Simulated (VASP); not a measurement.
# BaTiO3 (P4/mmm) in VASP: notebook

BaTiO3 is run at these levels: PBE; tasks: single point.

Program: VASP 6.6.1. These are calculated values, not measurements. Logs are shortened: lines on timing, memory, paths and dates and some standing lists are left out, and cuts for length are marked.

## 1. The cell of the first run

Symmetry: P4/mmm, No. 123, tetragonal system. The conventional cell has a = 4.019 Å, b = 4.019 Å, c = 4.080 Å, α = 90.00°, β = 90.00°, γ = 90.00°. Within 3.7 Å of Ba (site symmetry 4/mmm) lie 12 O at 2.84 to 2.86 Å and 8 Ti at 3.50 Å. Ti (site symmetry 4/mmm) has 6 O at 2.01 to 2.04 Å within 2.7 Å. O (site symmetry mmm) has 2 Ti at 2.01 Å within 2.7 Å. Within 2.7 Å of O (site symmetry 4/mmm) lie 2 Ti at 2.04 Å.

## 2. Single point, PBE (strain +0.0150 x Voigt [0, 0, 1, 0, 0, 0])

The input, INCAR:

```
SYSTEM = BaTiO3
PREC = Accurate
ENCUT = 520
EDIFF = 1E-6
ISMEAR = 0
SIGMA = 0.05
LREAL = .False.
LASPH = .True.
NELM = 80
ALGO = Normal
ISIF = 2
LWAVE = .False.
LCHARG = .True.
GGA = PE
LELF = .True.
LVHAR = .True.
NBANDS = 28
```

The input, KPOINTS:

```
Automatic mesh
0
Gamma
  8 8 8
  0 0 0
```

The input, POSCAR:

```
BaTiO3
1.0
    4.0192501416      0.0000000000      0.0000000000
    0.0000000000      4.0192501416      0.0000000000
    0.0000000000      0.0000000000      4.0795388937
Ba Ti O
1 1 3
Direct
    0.5000000000      0.5000000000      0.5000000000
    0.0000000000      0.0000000000      0.0000000000
    0.5000000000      0.0000000000      0.0000000000
    0.0000000000      0.5000000000      0.0000000000
    0.0000000000      0.0000000000      0.5000000000
```

Potentials or basis: VASP PAW PBE potentials, release 64 (Ba_sv, Ti_sv, O).

Run with:

```console
cat potpaw_PBE.64/Ba_sv/POTCAR potpaw_PBE.64/Ti_sv/POTCAR potpaw_PBE.64/O/POTCAR > POTCAR
mpirun -np 1 vasp_std > vasp.out
```

OUTCAR:

```text
SYSTEM = BaTiO3
   PREC = Accurate
   ENCUT = 520
   EDIFF = 1E-6
   ISMEAR = 0
   LREAL = .False.
   LASPH = .True.
   NELM = 80
   ISIF = 2
   GGA = PE

 ion  position               nearest neighbor table
   1  0.500  0.500  0.500-   5 2.84   5 2.84   5 2.84   5 2.84   4 2.86   3 2.86   4 2.86   3 2.86
                             4 2.86   3 2.86   4 2.86   3 2.86   2 3.50   2 3.50   2 3.50   2 3.50
   2  0.000  0.000  0.000-   3 2.01   4 2.01   4 2.01   3 2.01   5 2.04   5 2.04   1 3.50   1 3.50
                             1 3.50   1 3.50   1 3.50   1 3.50   1 3.50   1 3.50
   3  0.500  0.000  0.000-   2 2.01   2 2.01   1 2.86   1 2.86   1 2.86   1 2.86
   4  0.000  0.500  0.000-   2 2.01   2 2.01   1 2.86   1 2.86   1 2.86   1 2.86
   5  0.000  0.000  0.500-   2 2.04   2 2.04   1 2.84   1 2.84   1 2.84   1 2.84

  LATTYP: Found a simple tetragonal cell.
 ALAT       =     4.0192501416
 C/A-ratio  =     1.0150000000

  Lattice vectors:

 A1 = (   4.0192501416,   0.0000000000,   0.0000000000)
 A2 = (   0.0000000000,   4.0192501416,   0.0000000000)
 A3 = (   0.0000000000,   0.0000000000,   4.0795388937)

Analysis of symmetry for initial positions (statically):
=====================================================================
 Subroutine PRICEL returns:
 Original cell was already a primitive cell.

 Routine SETGRP: Setting up the symmetry group for a
 simple tetragonal supercell.

 Subroutine GETGRP returns: Found 16 space group operations
 (whereof 16 operations were pure point group operations)
 out of a pool of 16 trial point group operations.

The static configuration has the point symmetry D_4h.

Analysis of symmetry for dynamics (positions and initial velocities):
=====================================================================
 Subroutine PRICEL returns:
 Original cell was already a primitive cell.

 Routine SETGRP: Setting up the symmetry group for a
 simple tetragonal supercell.

 Subroutine GETGRP returns: Found 16 space group operations
 (whereof 16 operations were pure point group operations)
 out of a pool of 16 trial point group operations.

The dynamic configuration has the point symmetry D_4h.

 Subroutine INISYM returns: Found 16 space group operations
 (whereof 16 operations are pure point group operations),
 and found     1 'primitive' translations

----------------------------------------------------------------------------------------

                                     Primitive cell

  volume of cell :      65.9024

  direct lattice vectors                    reciprocal lattice vectors
     4.019250142  0.000000000  0.000000000     0.248802629  0.000000000  0.000000000
     0.000000000  4.019250142  0.000000000     0.000000000  0.248802629  0.000000000
     0.000000000  0.000000000  4.079538894     0.000000000  0.000000000  0.245125742

  length of vectors
     4.019250142  4.019250142  4.079538894     0.248802629  0.248802629  0.245125742

  position of ions in fractional coordinates (direct lattice)
     0.500000000  0.500000000  0.500000000
     0.000000000  0.000000000  0.000000000
     0.500000000  0.000000000  0.000000000
     0.000000000  0.500000000  0.000000000
     0.000000000  0.000000000  0.500000000

  ion indices of the primitive-cell ions
   primitive index   ion index
                 1           1
                 2           2
                 3           3
                 4           4
                 5           5

----------------------------------------------------------------------------------------

 KPOINTS: Automatic mesh

Automatic generation of k-mesh.
 Grid dimensions read from file:
 generate k-points for:    8    8    8

 Generating k-lattice:

  Cartesian coordinates                     Fractional coordinates (reciprocal lattice)
     0.031100329  0.000000000  0.000000000     0.125000000  0.000000000  0.000000000
     0.000000000  0.031100329  0.000000000     0.000000000  0.125000000  0.000000000
     0.000000000  0.000000000  0.030640718     0.000000000  0.000000000  0.125000000

  Length of vectors
     0.031100329  0.031100329  0.030640718

  Shift w.r.t. Gamma in fractional coordinates (k-lattice)
     0.000000000  0.000000000  0.000000000

 Subroutine IBZKPT returns following result:
 ===========================================

 Found     75 irreducible k-points:

 Following reciprocal coordinates:
            Coordinates               Weight
  0.000000  0.000000  0.000000      1.000000
  0.125000  0.000000  0.000000      4.000000
  0.250000  0.000000  0.000000      4.000000
  0.375000  0.000000  0.000000      4.000000
  0.500000  0.000000  0.000000      2.000000
  0.125000  0.125000  0.000000      4.000000
[... 16 lines left out ...]
  0.375000  0.125000  0.125000     16.000000
  0.500000  0.125000  0.125000      8.000000
 [... further k-points ...]
   k-points           NKPTS =     75   k-points in BZ     NKDIM =     75   number of bands    NBANDS=     28
   number of dos      NEDOS =    301   number of ions     NIONS =      5
   total plane-waves  NPLWV =  27000
   dimension x,y,z NGX =    30 NGY =   30 NGZ =   30
   dimension x,y,z NGXF=    60 NGYF=   60 NGZF=   60
   ions per type =               1   1   3
   NGX,Y,Z   is equivalent  to a cutoff of  12.41, 12.41, 12.23 a.u.
   NGXF,Y,Z  is equivalent  to a cutoff of  24.82, 24.82, 24.45 a.u.
 SYSTEM =  BaTiO3
   PREC   = accura    normal or accurate (medium, high low for compatibility)
   ISTART =      0    job   : 0-new  1-cont  2-samecut
   ICHARG =      2    charge: 1-file 2-atom 10-const
   ISPIN  =      1    spin polarized calculation?
   LNONCOLLINEAR =      F non collinear calculations
   LSORBIT =      F    spin-orbit coupling
   LASPH  =      T    aspherical Exc in radial PAW
   ENCUT  =  520.0 eV  38.22 Ry    6.18 a.u.   7.47  7.47  7.59*2*pi/ulx,y,z
   NELM   =     80;   NELMIN=  2; NELMDL= -5     # of ELM steps
   EDIFF  = 0.1E-05   stopping-criterion for ELM
   LREAL  =      F    real-space projection
   EDIFFG = 0.1E-04   stopping-criterion for IOM
   NSW    =      0    number of steps for IOM
   IBRION =     -1    ionic relax: 0-MD 1-quasi-New 2-CG
   NFREE  =      0    steps in history (QN), initial steepest desc. (CG)
   ISIF   =      2    stress and relaxation
   ISYM   =      2    0-nonsym 1-usesym 2-fastsym
   POTIM  = 0.5000    time-step for ionic-motion
   TEBEG  =    0.0;   TEEND  =   0.0 temperature during run
   PSTRESS=    0.0 pullay stress
   NELECT =      40.0000    total number of electrons
   NUPDOWN=      -1.0000    fix difference up-down
   EMIN   =  10.00;   EMAX   =-10.00  energy-range for DOS
   EFERMI =   0.00;   METHOD = LEGACY
   ISMEAR =     0;   SIGMA  =   0.05  broadening in eV -4-tet -1-fermi 0-gaus
   EFERMI_NEDOS =   21; number of points for ismear=-14 and -15
   IALGO  =     38    algorithm
   IMIX   =      4    mixing-type and parameters
     AMIX     =   0.40;   BMIX     =  1.00
     AMIX_MAG =   1.60;   BMIX_MAG =  1.00
  volume/ion in A,a.u.               =      13.18        88.95
  Fermi-wavevector in a.u.,A,eV,Ry     =   1.386100  2.619348 26.140495  1.921272
  Thomas-Fermi vector in A             =   2.510447
   LORBIT       =      0    0 simple, 1 ext, 2 COOP (PROOUT), +10 PAW based schemes
   GGA     = PE    functional components
   LHFCALC =     F    Hartree Fock is set to
   AEXX    =    0.0000 exact exchange contribution
   IVDW    =     0    specifies the selected vdW correction
   LEPSILON=     F    determine dielectric tensor
   LRPA    =     F    only Hartree local field effects (RPA)
 non-spin polarized calculation
 Gauss-broadening in eV      SIGMA  =   0.05
  energy-cutoff  :      520.00
  volume of cell :       65.90
 maximum number of plane-waves:      1795
 NGX is ok and might be reduce to    30
   NGX = 15   NGY = 15   NGZ = 15

 number of electron      39.9999980 magnetization

 Free energy of the ion-electron system (eV)
  ---------------------------------------------------
  ext. energy  EPLUGINS =         0.00000000
  ---------------------------------------------------
  free energy    TOTEN  =       -39.98048288 eV

  energy without entropy =      -39.98048288  energy(sigma->0) =      -39.98048288

 E-fermi :   3.9613     XC(G=0): -11.1160

 val. band max:        3.6448991140   @ k =   0.5000   0.5000   0.5000
 cond. band min:       5.3063729181   @ k =   0.0000   0.0000   0.0000
 fundamental gap:      1.6614738041
 Fermi energy:         3.9612985143

 k-point     1 :       0.0000    0.0000    0.0000
  band No.  band energies     occupation
      1     -53.1265      2.00000
      2     -29.3244      2.00000
      3     -29.3244      2.00000
      4     -29.3217      2.00000
      5     -21.2553      2.00000
      6     -13.2106      2.00000
[... 20 lines left out ...]
     27       8.7192      0.00000
     28      10.7130      0.00000

 k-point     2 :       0.1250    0.0000    0.0000
  band No.  band energies     occupation
      1     -53.1264      2.00000
      2     -29.3315      2.00000
      3     -29.3241      2.00000
      4     -29.3215      2.00000
      5     -21.2401      2.00000
      6     -13.2072      2.00000
[... 20 lines left out ...]
     27       9.0119      0.00000
     28      11.0891      0.00000

 k-point     3 :       0.2500    0.0000    0.0000
  band No.  band energies     occupation
      1     -53.1260      2.00000
      2     -29.3486      2.00000
      3     -29.3235      2.00000
      4     -29.3208      2.00000
      5     -21.2028      2.00000
      6     -13.2445      2.00000
[... 20 lines left out ...]
     27       9.7552      0.00000
     28      11.8420      0.00000

 k-point     4 :       0.3750    0.0000    0.0000
  band No.  band energies     occupation
      1     -53.1257      2.00000
      2     -29.3656      2.00000
      3     -29.3228      2.00000
      4     -29.3202      2.00000
      5     -21.1648      2.00000
      6     -13.3272      2.00000
[... 578 lines left out ...]
     27      10.1910      0.00000
     28      11.7632      0.00000

 k-point    23 :       0.3750    0.1250    0.1250
  band No.  band energies     occupation
      1     -53.1255      2.00000
      2     -29.3649      2.00000
      3     -29.3296      2.00000
      4     -29.3256      2.00000
      5     -21.1445      2.00000
      6     -13.2066      2.00000
[... 20 lines left out ...]
     27      11.0560      0.00000
     28      12.1235      0.00000

 k-point    24 :       0.5000    0.1250    0.1250
  band No.  band energies     occupation
      1     -53.1253      2.00000
      2     -29.3719      2.00000
      3     -29.3293      2.00000
      4     -29.3253      2.00000
      5     -21.1301      2.00000
      6     -13.2336      2.00000
[... 20 lines left out ...]
     27      11.4139      0.00000
     28      12.2472      0.00000

 [... further k-points ...]
[... 5 lines left out ...]
  --------------------------------------------------------------------------------------
  -------------------------------------------------------------------------------------
  Total        0.0624676      0.0624676     -0.9733240      0.0000000      0.0000000      0.0000000
  in kB        1.5186741      1.5186741    -23.6628402      0.0000000      0.0000000      0.0000000
  external PRESSURE =      -6.8751640 kB  Pullay stress =       0.0000000 kB

 VOLUME and BASIS-vectors are now :
 -----------------------------------------------------------------------------
  energy-cutoff  :      520.00
  volume of cell :       65.90
      direct lattice vectors                 reciprocal lattice vectors
     4.019250142  0.000000000  0.000000000     0.248802629  0.000000000  0.000000000
     0.000000000  4.019250142  0.000000000     0.000000000  0.248802629  0.000000000
     0.000000000  0.000000000  4.079538894     0.000000000  0.000000000  0.245125742

 POSITION                                       TOTAL-FORCE (eV/Angst)
 -----------------------------------------------------------------------------------
      2.00963      2.00963      2.03977         0.000000      0.000000      0.000000
      0.00000      0.00000      0.00000         0.000000      0.000000      0.000000
      2.00963      0.00000      0.00000         0.000000      0.000000      0.000000
      0.00000      2.00963      0.00000         0.000000      0.000000      0.000000
      0.00000      0.00000      2.03977         0.000000      0.000000      0.000000
 -----------------------------------------------------------------------------------
    total drift:                                0.000000     -0.000000      0.000000

  FREE ENERGIE OF THE ION-ELECTRON SYSTEM (eV)
  ---------------------------------------------------
  free  energy   TOTEN  =       -39.9804828834 eV

  energy  without entropy=      -39.9804828834  energy(sigma->0) =      -39.98048288
```

It took 62 s on 1 thread of Intel Xeon 6975P-C (Granite Rapids), shared host; peak memory 0.26 GiB.

What came out:

```yaml
Free_energy: -39.9805 eV
Pressure: -0.7 GPa
Band_gap_on_the_k_mesh: 1.66 eV, indirect (least direct gap 1.85 eV)
```

Stress tensor (GPa, compression positive):
```
 0.15  0.00  0.00
 0.00  0.15  0.00
 0.00  0.00 -2.37
```

Levels at points of the mesh, in eV from the valence-band top:
```csv
k point,band 17,band 18,band 19,band 20,band 21,band 22,band 23,band 24
"(0.00, 0.00, 0.00)",-1.05,-0.20,-0.18,-0.18,1.66,1.66,1.69,3.64
"(0.50, 0.00, 0.00)",-1.87,-1.85,-0.75,-0.73,1.81,3.37,3.37,3.67
"(0.50, 0.50, 0.00)",-1.74,-0.82,-0.82,-0.08,3.37,3.37,3.79,4.42
"(0.00, 0.00, 0.50)",-1.71,-1.71,-0.72,-0.72,1.82,3.25,3.25,3.76
"(0.50, 0.00, 0.50)",-1.75,-0.95,-0.94,-0.12,3.26,3.38,3.71,4.56
"(0.50, 0.50, 0.50)",-2.39,-0.03,-0.03,0.00,3.95,3.95,4.02,6.55
```

Caveat: the cell differs from its parent crystal (strain +0.0150 x Voigt [0, 0, 1, 0, 0, 0]); spin-orbit coupling is left out, which moves the levels of the heavy elements.

## 3. Single point, PBE (strain +0.0300 x Voigt [0, 0, 1, 0, 0, 0])

The input, INCAR:

```
PREC = Accurate ; ENCUT = 520
EDIFF = 1E-7 ; ISMEAR = 0
SIGMA = 0.05 ; LREAL = False
LASPH = True ; NELM = 60
ALGO = Normal ; ISIF = 2
LWAVE = False ; LCHARG = False
GGA = PE ; NBANDS = 28
```

The input, KPOINTS:

```
Automatic mesh
0
Gamma
  8 8 8
```

Changes to POSCAR since step 2:

```diff
@@ -4,3 +4,3 @@
     0.0000000000      4.0192501416      0.0000000000
-    0.0000000000      0.0000000000      4.0795388937
+    0.0000000000      0.0000000000      4.1398276458
 Ba Ti O
```

Potentials or basis: VASP PAW PBE potentials, release 64 (Ba_sv, Ti_sv, O).

Run with:

```console
cat potpaw_PBE.64/Ba_sv/POTCAR potpaw_PBE.64/Ti_sv/POTCAR potpaw_PBE.64/O/POTCAR > POTCAR
mpirun -np 1 vasp_std > vasp.out
```

Run time: 61 s. Hardware: 1 thread of Intel Xeon 6975P-C (Granite Rapids), shared host; peak memory 0.27 GiB.

It converged, with:

| Quantity | Value |
| --- | --- |
| Free energy | -39.9564 eV |
| Pressure | -2.8 GPa |
| Band gap on the k mesh | 1.61 eV, indirect (least direct gap 1.81 eV) |

Stress tensor (GPa, compression positive):
```
-1.26  0.00  0.00
 0.00 -1.26  0.00
 0.00  0.00 -5.82
```

Levels at points of the mesh, in eV from the valence-band top:
```
           k point  band 17  band 18  band 19  band 20  band 21  band 22  band 23  band 24
(0.00, 0.00, 0.00)    -1.02    -0.24    -0.21    -0.21     1.61     1.61     1.66     3.47
(0.50, 0.00, 0.00)    -1.91    -1.82    -0.78    -0.74     1.76     3.31     3.33     3.53
(0.50, 0.50, 0.00)    -1.75    -0.77    -0.77    -0.07     3.32     3.32     3.75     4.20
(0.00, 0.00, 0.50)    -1.61    -1.61    -0.73    -0.73     1.78     3.09     3.09     3.70
(0.50, 0.00, 0.50)    -1.78    -1.02    -1.00    -0.16     3.10     3.33     3.60     4.47
(0.50, 0.50, 0.50)    -2.38    -0.05    -0.05     0.00     3.83     3.83     3.96     6.44
```

Caveat: the cell differs from its parent crystal (strain +0.0300 x Voigt [0, 0, 1, 0, 0, 0]); spin-orbit coupling is left out, which moves the levels of the heavy elements. A k mesh can miss the band edges.

## 4. Single point, PBE (strain +0.0450 x Voigt [0, 0, 1, 0, 0, 0])

The input, INCAR:

```
PREC = Accurate
ENCUT = 520
EDIFF = 1E-7
ISMEAR = 0
SIGMA = 0.05
LREAL = False
LASPH = True
NELM = 60
ALGO = Normal
ISIF = 2
LWAVE = False
LCHARG = False
GGA = PE
NBANDS = 28
```

The input, KPOINTS:

```
regular mesh
0
Gamma
  8 8 8
```

Changes to POSCAR since step 3:

```diff
@@ -4,3 +4,3 @@
     0.0000000000      4.0192501416      0.0000000000
-    0.0000000000      0.0000000000      4.1398276458
+    0.0000000000      0.0000000000      4.2001163980
 Ba Ti O
```

Run with:

```console
cat potpaw_PBE.64/Ba_sv/POTCAR potpaw_PBE.64/Ti_sv/POTCAR potpaw_PBE.64/O/POTCAR > POTCAR
mpirun -np 1 vasp_std > vasp.out
```

Wall time 67 s (1 thread of Intel Xeon 6975P-C (Granite Rapids), shared host); peak memory 0.27 GiB.

It converged, with:

```
Free energy            : -39.9128 eV
Pressure               : -4.6 GPa
Band gap on the k mesh : 1.56 eV, indirect (least direct gap 1.78 eV)
```

Stress tensor (GPa, compression positive):
```
-2.58  0.00  0.00
 0.00 -2.58  0.00
 0.00  0.00 -8.77
```

Levels at points of the mesh, in eV from the valence-band top:
```tsv
k point	band 18	band 19	band 20	band 21	band 22	band 23
(0.00, 0.00, 0.00)	-0.28	-0.23	-0.23	1.56	1.56	1.63
(0.50, 0.00, 0.00)	-1.79	-0.81	-0.74	1.71	3.26	3.28
(0.50, 0.50, 0.00)	-0.73	-0.73	-0.06	3.27	3.27	3.71
(0.00, 0.00, 0.50)	-1.52	-0.74	-0.74	1.74	2.94	2.94
(0.50, 0.00, 0.50)	-1.08	-1.06	-0.20	2.94	3.29	3.50
(0.50, 0.50, 0.50)	-0.07	-0.07	0.00	3.72	3.72	3.90
```

Caveat: the cell differs from its parent crystal (strain +0.0450 x Voigt [0, 0, 1, 0, 0, 0]); spin-orbit coupling is left out, which moves the levels of the heavy elements.

## 5. Summary

| cell | gap on the mesh (eV) | pressure (GPa) |
| --- | --- | --- |
| a = 4.019, b = 4.019, c = 4.080 Å, 5 atoms | 1.66 | -0.7 |
| a = 4.019, b = 4.019, c = 4.140 Å, 5 atoms | 1.61 | -2.8 |
| a = 4.019, b = 4.019, c = 4.200 Å, 5 atoms | 1.56 | -4.6 |

Alike in all rows: task single point; level PBE; potentials or basis VASP PAW PBE potentials, release 64 (Ba_sv, Ti_sv, O); no spin polarisation; k mesh 8 × 8 × 8; cutoff (eV) 520; smearing gaussian 0.05 eV.

Caveats: spin-orbit coupling is left out, which moves the levels of the heavy elements.

Absolute energies hang on the potentials; compare differences alone.
